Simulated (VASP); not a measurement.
Runs of VASP 6.6.1 on Ga2BSb3. The structure is that of space group P6/mmm (No. 191), or close to it. The cells are those of the table. The cell was generated, and may not be a known phase.

```csv
task,cell,k mesh,cutoff (eV),gap on the mesh (eV),pressure (GPa),relaxed volume (Å³/atom)
relaxation of cell and atoms,"relaxed from a = 6.348, b = 6.348, c = 3.707 Å, angles 90.0, 90.0, 120.0°, 6 atoms",3 × 3 × 6,600,none,0.2,(a)
single point,"a = 6.922, b = 6.922, c = 4.079 Å, angles 90.0, 90.0, 120.0°, 6 atoms",3 × 3 × 6,520,none,0.1,-
relaxation of cell and atoms,"relaxed from a = 6.922, b = 6.922, c = 4.079 Å, angles 90.0, 90.0, 120.0°, 6 atoms",6 × 6 × 10,600,none,0.0,27.31
single point,"a = 6.348, b = 6.348, c = 3.707 Å, angles 90.0, 90.0, 120.0°, 6 atoms",3 × 3 × 6,520,none,20.2,-
single point,"a = 6.233, b = 6.233, c = 4.869 Å, angles 90.0, 90.0, 120.0°, 6 atoms",6 × 6 × 10,520,none,0.0,-
```

Alike in all rows: level PBE; potentials or basis VASP PAW PBE potentials, release 64 (Ga_d, B, Sb); no spin polarisation; smearing gaussian 0.1 eV.

Q: Fill in the values left out.

A: (a) 28.14.

Caveats: some runs use coarse meshes; spin-orbit coupling is left out, which moves the levels of the heavy elements; the volume moved by over 15 % at a fixed basis, so the end points are rough (at least some runs); a cell axis changed by over 15 % at a fixed basis, so the end point is rough (at least some runs).

A k mesh can miss the band edges, and the runs leave out spin-orbit coupling on Ga, Sb.

A gap of «none» marks levels without a gap at the run's occupations.
